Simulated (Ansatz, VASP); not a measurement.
# Pt in VASP and in Ansatz

```
Pt
1.0
     0.00000    1.94857    1.94857
     1.94857    0.00000    1.94857
     1.94857    1.94857    0.00000
Pt
1
Direct
  0.00000 0.00000 0.00000
```

Alike in both runs: functional LDA; k mesh 18 × 18 × 18; occupations fermi-dirac, width 0.15 eV; no spin polarisation.

Ansatz relaxed the structure, and its values are those at the end. VASP's run is a single point on that final structure, the one shown.

|  | VASP | Ansatz |
| --- | --- | --- |
| version | VASP 6.6.1 | Ansatz 0.2.0 |
| potentials or method | VASP PAW LDA potentials, release 64 (Pt), cutoff 520 eV | scalar-relativistic, plane waves, PAW |
| valence electrons in the cell | 10 | 18 |

Ansatz gave:

| Item | Value |
| --- | --- |
| gap on the k mesh at the Fermi level (eV) | none |
| pressure (GPa) | 0.0 |

**Question.** Estimate VASP's values.

**Answer.** gap on the k mesh at the Fermi level (eV): none; pressure (GPa): 0.8.

Ansatz warns that its potentials were made for another functional, while VASP's fit it. LDA's correlation is that of Perdew and Zunger in VASP and of Perdew and Wang (1992) in Ansatz. A gap of «none» marks a metal or a gap that the smearing closes. VASP's potentials hold 10 valence electrons a cell and Ansatz's 18, so a difference there can come from the potentials and not from the codes.

Spin-orbit coupling is off throughout.
